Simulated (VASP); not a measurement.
# MgO (P1) in VASP: further runs, part 2 of 2

VASP 6.6.1. The steps go on from the part before.

## Step 4: Single point, PBE (atom 6 (O) moved by -0.220 Å along [1 0 0] and -0.220 Å along [0 0 1])

Contents of INCAR:

```
SYSTEM = MgO
  PREC = Accurate
  ENCUT = 520
  EDIFF = 1E-7
  ISMEAR = 0
  SIGMA = 0.05
  LREAL = .FALSE.
  LASPH = .TRUE.
  NELM = 80
  ALGO = Normal
  ISIF = 2
  LWAVE = .FALSE.
  LCHARG = .TRUE.
  GGA = PE
  LELF = .TRUE.
  LVHAR = .TRUE.
  NBANDS = 26
```

Contents of KPOINTS:

```
regular mesh
0
G
  9 9 2
  0 0 0
```

Contents of POSCAR:

```
MgO
1.0
    3.2803754002      0.0000000000      0.0000000000
   -1.6401877001      2.8408884305      0.0000000000
    0.0000000000      0.0000000000     10.5147056238
Mg O
4 4
Direct
    0.3333333333      0.6666666667      0.9694791811
    0.0000000000      0.0000000000      0.2208070585
    0.0000000000      0.0000000000      0.7208070585
    0.6666666667      0.3333333333      0.4694791811
    0.3333333333      0.6666666667      0.7800540723
   -0.0670654950      0.0000000000      0.5087347907
    0.0000000000      0.0000000000      0.0296578681
    0.6666666667      0.3333333333      0.2800540723
```

Command:

```bash
$ cat potpaw_PBE.64/Mg/POTCAR potpaw_PBE.64/O/POTCAR > POTCAR
$ mpirun -np 1 vasp_std > vasp.out
```

Wall time 3.1 min (1 thread of Intel Xeon Platinum 8488C (Sapphire Rapids), shared host); peak memory 0.3 GiB.

Results (log left out):

| Property | Result |
| --- | --- |
| Free energy | -46.3132 eV |
| Pressure | 1.6 GPa |
| Largest force | 4.341 eV/Å |
| Band gap on the k mesh | 2.79 eV |

Forces on the atoms (eV/Å):
```
Mg  -0.001  0.000  0.447
Mg  -0.026  0.000  0.462
Mg  -0.175  0.001 -0.504
Mg  -2.890  1.141 -1.708
O   -0.033 -0.010 -0.440
O    3.204 -1.147  2.695
O    0.001  0.000 -0.453
O   -0.079  0.016 -0.497
```

Stress tensor (GPa, compression positive):
```
 3.80 -4.12  1.58
-4.12  2.62 -0.88
 1.58 -0.88 -1.57
```

Levels at points of the mesh, in eV from the valence-band top:
```csv
k point,band 13,band 14,band 15,band 16,band 17,band 18,band 19,band 20
"(0.00, 0.00, 0.00)",-0.64,-0.28,-0.03,0.00,2.79,5.15,5.58,8.16
"(0.00, 0.00, 0.50)",-0.66,-0.61,-0.03,0.00,3.34,4.10,6.79,7.15
```

Caveat: the cell differs from its parent crystal (atom 6 (O) moved by -0.220 Å along [1 0 0] and -0.220 Å along [0 0 1]); the stress differs along the axes, from -2 to 4 GPa; forces of over 1 eV/Å act on the atoms, so gaps and moduli don't describe the material at rest.

## Step 5: Single point, PBE (atom 6 (O) moved by -0.660 Å along [1 0 0] and +0.660 Å along [0 0 1])

Contents of INCAR:

```
  ALGO = Normal
  EDIFF = 1E-7
  ENCUT = 520
  GGA = PE
  ISIF = 2
  ISMEAR = 0
  LASPH = True
  LCHARG = True
  LELF = True
  LREAL = False
  LVHAR = True
  LWAVE = False
  NBANDS = 26
  NELM = 100
  PREC = Accurate
  SIGMA = 0.05
```

Contents of KPOINTS:

```
k-points
0
Gamma
  9 9 2
```

POSCAR, as its differences from that of step 4:

```diff
@@ -13,3 +13,3 @@
     0.3333333333      0.6666666667      0.7800540723
-   -0.0670654950      0.0000000000      0.5087347907
+   -0.2011964850      0.0000000000      0.5924271004
     0.0000000000      0.0000000000      0.0296578681
```

Command:

```bash
$ cat potpaw_PBE.64/Mg/POTCAR potpaw_PBE.64/O/POTCAR > POTCAR
$ mpirun -np 1 vasp_std > vasp.out
```

Run time: 2.7 min. Hardware: 1 thread of Intel Xeon Platinum 8488C (Sapphire Rapids), shared host; peak memory 0.3 GiB.

The run converged. Its results:

* Free energy: -42.3667 eV
* Pressure: 12.7 GPa
* Largest force: 17.758 eV/Å
* Band gap on the k mesh: 0.62 eV

Forces in eV/Å, atoms in the order of the input:
```
Mg   -0.002   0.001  -1.055
Mg   -0.015   0.001  -1.093
Mg    6.227   0.028  13.596
Mg   -0.953   0.951   1.666
O    -0.366  -0.344   1.851
O    -4.852  -0.665 -17.069
O     0.001  -0.001   1.105
O    -0.041   0.030   0.999
```

Stress tensor (GPa, compression positive):
```
 7.83  1.58 14.88
 1.58  1.41 -3.23
14.88 -3.23 28.90
```

Levels at points of the mesh, in eV from the valence-band top:
| k point | band 13 | band 14 | band 15 | band 16 | band 17 | band 18 | band 19 | band 20 |
| --- | --- | --- | --- | --- | --- | --- | --- | --- |
| (0.00, 0.00, 0.00) | -1.45 | -0.88 | -0.22 | 0.00 | 0.62 | 3.50 | 4.31 | 6.90 |
| (0.00, 0.00, 0.50) | -1.61 | -1.09 | -0.22 | -0.03 | 1.03 | 2.87 | 5.33 | 5.71 |

Caveat: the cell differs from its parent crystal (atom 6 (O) moved by -0.660 Å along [1 0 0] and +0.660 Å along [0 0 1]); the stress differs along the axes, from 1 to 29 GPa; semilocal functionals underestimate gaps, and a narrow one can read as zero; forces of over 1 eV/Å act on the atoms, so gaps and moduli don't describe the material at rest.

## Step 6: Single point, PBE (atom 6 (O) moved by -0.220 Å along [1 0 0] and -0.660 Å along [0 0 1])

Contents of INCAR:

```
PREC     = Accurate       # precision mode
ENCUT    = 520            # plane-wave cutoff, eV
EDIFF    = 1E-6           # SCF threshold, eV
ISMEAR   = 0              # smearing method
SIGMA    = 0.05           # smearing width, eV
LREAL    = F              # projectors in reciprocal space
LASPH    = T              # aspherical terms in the spheres
NELM     = 100            # most SCF steps
ALGO     = Normal         # electronic algorithm
ISIF     = 2              # what is computed and relaxed
LWAVE    = F              # write WAVECAR
LCHARG   = T              # write CHGCAR
GGA      = PE             # functional
LELF     = T              # ELF
LVHAR    = T            
NBANDS   = 26             # bands
```

Contents of KPOINTS:

```
regular mesh
0
Gamma
  9 9 2
```

POSCAR, as its differences from that of step 5:

```diff
@@ -13,3 +13,3 @@
     0.3333333333      0.6666666667      0.7800540723
-   -0.2011964850      0.0000000000      0.5924271004
+   -0.0670654950      0.0000000000      0.4668886358
     0.0000000000      0.0000000000      0.0296578681
```

Potentials or basis: VASP PAW PBE potentials, release 64 (Mg, O).

Command:

```bash
$ cat potpaw_PBE.64/Mg/POTCAR potpaw_PBE.64/O/POTCAR > POTCAR
$ mpirun -np 1 vasp_std > vasp.out
```

OUTCAR:

```text
PREC = Accurate
   ENCUT = 520
   EDIFF = 1E-6
   ISMEAR = 0
   LREAL = F
   LASPH = T
   NELM = 100
   ISIF = 2
   GGA = PE

 ion  position               nearest neighbor table
   1  0.333  0.667  0.969-   5 1.99   7 2.00   7 2.00   7 2.00   3 3.23   3 3.23   3 3.23   2 3.25
                             2 3.25   2 3.25
   2  0.000  0.000  0.221-   8 1.99   8 1.99   8 1.99   7 2.01   6 2.60   4 3.23   4 3.23   4 3.23
                             1 3.25   1 3.25   1 3.25
   3  0.000  0.000  0.721-   5 1.99   5 1.99   5 1.99   6 2.68   1 3.23   1 3.23   1 3.23   4 3.25
                             4 3.25   4 3.25
   4  0.667  0.333  0.469-   6 1.71   6 1.91   8 1.99   6 2.09   2 3.23   2 3.23   2 3.23   3 3.25
                             3 3.25   3 3.25
[... 913 lines left out ...]
  in kB       83.8130049     67.4777050    -11.0545884    -64.1316653     -0.4087171     -1.1968482
  external PRESSURE =      46.7453738 kB  Pullay stress =       0.0000000 kB

 VOLUME and BASIS-vectors are now :
 -----------------------------------------------------------------------------
  energy-cutoff  :      520.00
  volume of cell :       97.99
      direct lattice vectors                 reciprocal lattice vectors
     3.280375400  0.000000000  0.000000000     0.304843159  0.176001280  0.000000000
    -1.640187700  2.840888431  0.000000000     0.000000000  0.352002560  0.000000000
     0.000000000  0.000000000 10.514705624     0.000000000  0.000000000  0.095104897

 POSITION                                       TOTAL-FORCE (eV/Angst)
 -----------------------------------------------------------------------------------
     -0.00000      1.89393     10.19379        -0.000679     -0.000257      1.100467
      0.00000      0.00000      2.32172        -0.031326     -0.000832      1.196400
      0.00000      0.00000      7.57907        -0.115849      0.000883      0.066996
      1.64019      0.94696      4.93644        -3.977197      1.570044     -2.590265
     -0.00000      1.89393      8.20204        -0.015932     -0.004896     -1.034486
      3.06038      0.00000      4.90920         4.307069     -1.592349      3.982305
      0.00000      0.00000      0.31184         0.001115     -0.000017     -1.113391
      1.64019      0.94696      2.94469        -0.167201      0.027424     -1.608025
 -----------------------------------------------------------------------------------
    total drift:                                0.000937     -0.000137      0.002399

  FREE ENERGIE OF THE ION-ELECTRON SYSTEM (eV)
  ---------------------------------------------------
  free  energy   TOTEN  =       -44.7359899463 eV

  energy  without entropy=      -44.7359899463  energy(sigma->0) =      -44.73598995
```

Wall time 2.5 min (1 thread of Intel Xeon Platinum 8488C (Sapphire Rapids), shared host); peak memory 0.3 GiB.

What came out:

* Free energy: -44.7360 eV
* Pressure: 4.7 GPa
* Largest force: 6.078 eV/Å
* Band gap on the k mesh: 0.85 eV

Forces on the atoms (eV/Å):
```
Mg  -0.001  0.000  1.100
Mg  -0.031 -0.001  1.196
Mg  -0.116  0.001  0.067
Mg  -3.977  1.570 -2.590
O   -0.016 -0.005 -1.034
O    4.307 -1.592  3.982
O    0.001  0.000 -1.113
O   -0.167  0.027 -1.608
```

Levels at points of the mesh, in eV from the valence-band top:
```
           k point  band 14  band 15  band 16  band 17  band 18  band 19
(0.00, 0.00, 0.00)    -0.77    -0.06     0.00     0.85     3.73     4.77
(0.00, 0.00, 0.50)    -1.23    -0.06     0.00     1.32     3.11     5.55
```

Caveat: the cell differs from its parent crystal (atom 6 (O) moved by -0.220 Å along [1 0 0] and -0.660 Å along [0 0 1]); the stress differs along the axes, from -1 to 8 GPa; forces of over 1 eV/Å act on the atoms, so gaps and moduli don't describe the material at rest.

## Step 7: Summary

```tsv
cell	gap on the mesh (eV)	pressure (GPa)	largest force (eV/Å)
as given, atomic positions A	2.76	15.1	23.85
as given, atomic positions B	0.93	22.2	31.60
as given, atomic positions C	2.79	1.6	4.34
as given, atomic positions D	0.62	12.7	17.76
as given, atomic positions E	0.85	4.7	6.08
```

Alike in all rows: task single point; level PBE; potentials or basis VASP PAW PBE potentials, release 64 (Mg, O); no spin polarisation; k mesh 9 × 9 × 2; cutoff (eV) 520; smearing gaussian 0.05 eV.

Caveats: forces of over 1 eV/Å act on the atoms, so gaps and moduli don't describe the material at rest; atoms lie so close that the PAW spheres overlap strongly, which falsifies energies and pressures (at least some runs); the stress differs along the axes, from 3 to 21 GPa (at least some runs); the stress differs along the axes, from 0 to 33 GPa (at least some runs); the stress differs along the axes, from -2 to 4 GPa (at least some runs); the stress differs along the axes, from 1 to 29 GPa (at least some runs); semilocal functionals underestimate gaps, and a narrow one can read as zero (at least some runs).

Absolute energies hang on the potentials; compare differences alone.
